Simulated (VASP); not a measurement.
## SnTe2: single point with PBE

The system is SnTe2.

```
Sn Te
1.0
     6.95857    0.00000    0.00000
     0.00000    6.95857    0.00000
     0.00000    0.00000    4.41791
Sn Te
2 4
Direct
  0.00000 0.00000 0.00000
  0.50000 0.50000 0.50000
  0.30235 0.30235 0.00000
  0.19765 0.80235 0.50000
  0.80235 0.19765 0.50000
  0.69765 0.69765 0.00000
```

```
Program             : VASP 6.6.1
Task                : single point
Functional          : PBE
Potentials or basis : VASP PAW PBE potentials, release 64 (Sn_d, Te)
Cutoff              : 520 eV
k mesh              : 4 × 4 × 4, shifted
Occupations         : fermi-dirac, width 0.02 eV
Spin                : no spin polarisation
```

The pressure is 1.0 GPa and the largest force is 0.049 eV/Å.

Forces on the atoms (eV/Å):
```
Sn   0.000  0.000  0.000
Sn   0.000  0.000  0.000
Te  -0.034 -0.034  0.000
Te   0.034 -0.034  0.000
Te  -0.034  0.034  0.000
Te   0.034  0.034  0.000
```

Stress tensor (GPa, compression positive):
```
1.03 0.00 0.00
0.00 1.03 0.00
0.00 0.00 0.90
```

Levels at points of the mesh, in eV from the Fermi level:
```
           k point  band 22  band 23  band 24  band 25  band 26  band 27  band 28  band 29  band 30  band 31
(0.00, 0.00, 0.12)    -1.47    -1.47    -0.30    -0.02    -0.02     0.45     1.11     2.52     2.52     2.52
```

Run time: 46 s on 1 thread of Intel(R) Xeon(R) 6975P-C (Granite Rapids), on a shared host, peak memory 0.34 GiB.

Caveat: spin-orbit coupling is left out, which moves the levels of the heavy elements.
